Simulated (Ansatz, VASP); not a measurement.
Two plane-wave programs on Te2Mo

The input INCAR:

```
SYSTEM = Te2Mo
ALGO = Normal
EDIFF = 1E-7
ENCUT = 520
GGA = PE
ISIF = 2
ISMEAR = 0
LASPH = .TRUE.
LCHARG = .FALSE.
LREAL = .FALSE.
LWAVE = .FALSE.
NBANDS = 20
NELM = 100
PREC = Accurate
SIGMA = 0.05
```

File KPOINTS:

```
k-points
0
G
  12 12 2
  0 0 0
```

The input POSCAR:

```
Te2Mo
1.0
    3.5549909201      0.0000000000      0.0000000000
   -1.7774954601      3.0787124470      0.0000000000
    0.0000000000      0.0000000000     17.5182679859
Te Mo
2 1
Direct
    0.3333333333      0.6666666667      0.8967969900
    0.3333333333      0.6666666667      0.1032030100
    0.0000000000      0.0000000000      0.0000000000
```

Input for Ansatz:

```yaml
crystal:
  lattice:
    - [3.5549909201, 0.0, 0.0]
    - [-1.7774954601, 3.078712447, 0.0]
    - [0.0, 0.0, 17.5182679859]
  atoms:
    - { symbol: Te, position: [0.3333333333, 0.6666666667, 0.89679699] }
    - { symbol: Te, position: [0.3333333333, 0.6666666667, 0.10320301] }
    - { symbol: Mo, position: [0.0, 0.0, 0.0] }
basis:
  ecutwfc: 420
kpoints:
  mp_grid: { grid: [12, 12, 2] }
hamiltonian:
  xc: pbe
  pseudopotentials: { kind: paw, azcp: { folder: soft_1 } }
scf:
  occupations: { method: gaussian, width: 0.05 }
output:
  forces: true
  stress: true
  eigenvalues: true
  write_density: true
  write_potential: true
  elf: true
  volumetric_format: npy
```

Alike in both runs: task single point; functional PBE; k mesh 12 × 12 × 2; occupations gaussian, width 0.05 eV; no spin polarisation.

|  | VASP | Ansatz |
| --- | --- | --- |
| version | VASP 6.6.1 | Ansatz 0.2.0 |
| potentials or method | VASP PAW PBE potentials, release 64 (Te, Mo_sv), cutoff 520 eV | scalar-relativistic, plane waves, PAW |
| valence electrons in the cell | 26 | 46 |

|  | VASP | Ansatz | Ansatz less VASP |
| --- | --- | --- | --- |
| gap on the k mesh at the Fermi level (eV) | 1.08 | 1.08 | +0.001 |
| least direct gap on the mesh (eV) | 1.08 | 1.08 | +0.001 |
| rms of the force components (eV/Å) | 0.006 | 0.000 | -0.0058 |

Atom by atom the forces differ by 0.006 eV/Å (rms over components). The functional is the same, so the differences come from potentials, cutoffs and numerics. VASP's potentials hold 26 valence electrons a cell and Ansatz's 46, so a difference there can come from the potentials and not from the codes. Ansatz's warnings: xc potential rough in thin density.

Neither program's run includes spin-orbit coupling.
